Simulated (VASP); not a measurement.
Set up this calculation in VASP 6.6.1, as the native input.

```
Task                   : electric field gradients
Functional             : LDA
Potentials or basis    : VASP PAW LDA potentials, release 64 (Pt, Pb_d)
Cutoff                 : 520 eV
k mesh                 : 9 × 9 × 9
Occupations            : fermi-dirac, width 0.03 eV
Spin                   : no spin polarisation
Dipole correction      : no
Further INCAR settings : ALGO = Normal; EDIFF = 1e-08; NBANDS = 30
```

The structure of Pt3Pb lies in POSCAR:

```
Pt3Pb
1.0
    4.0307642800      0.0000000000      0.0000000000
    0.0000000000      4.0307642800      0.0000000000
    0.0000000000      0.0000000000      4.0307642800
Pt Pb
3 1
Direct
    0.0000000000      0.5000000000      0.5000000000
    0.5000000000      0.0000000000      0.5000000000
    0.5000000000      0.5000000000      0.0000000000
    0.0000000000      0.0000000000      0.0000000000
```

This cell differs from its parent crystal: volume scaled by 0.98.

The input as run:

INCAR

```
SYSTEM = Pt3Pb
  PREC = Accurate
  ENCUT = 520
  EDIFF = 1E-8
  ISMEAR = -1
  SIGMA = 0.03
  LREAL = .False.
  LASPH = .True.
  NELM = 60
  ALGO = Normal
  ISIF = 2
  LWAVE = .False.
  LCHARG = .False.
  GGA = CA
  LEFG = .True.
  NBANDS = 30
```

KPOINTS

```
Automatic mesh
0
Gamma
  9 9 9
  0 0 0
```

Potentials or basis: VASP PAW LDA potentials, release 64 (Pt, Pb_d).

The run is started by

```sh
$ cat potpaw_LDA.64/Pt/POTCAR potpaw_LDA.64/Pb_d/POTCAR > POTCAR
$ mpirun -np 1 vasp_std > vasp.out
```

It gave:

```json
{
 "Pressure": "2.2 GPa",
 "Band gap on the k mesh": "zero (band 22 reaches 11.68 eV, above the bottom of band 23 at 11.30 eV)"
}
```

Caveat: without QUAD_EFG the Cq values of the log hold for a quadrupole moment of 1 mb, not for the nuclei; spin-orbit coupling is left out, which moves the levels of the heavy elements.

It took 40 s on 1 thread of Intel Xeon 6975P-C, on a shared host, peak memory 0.19 GiB.
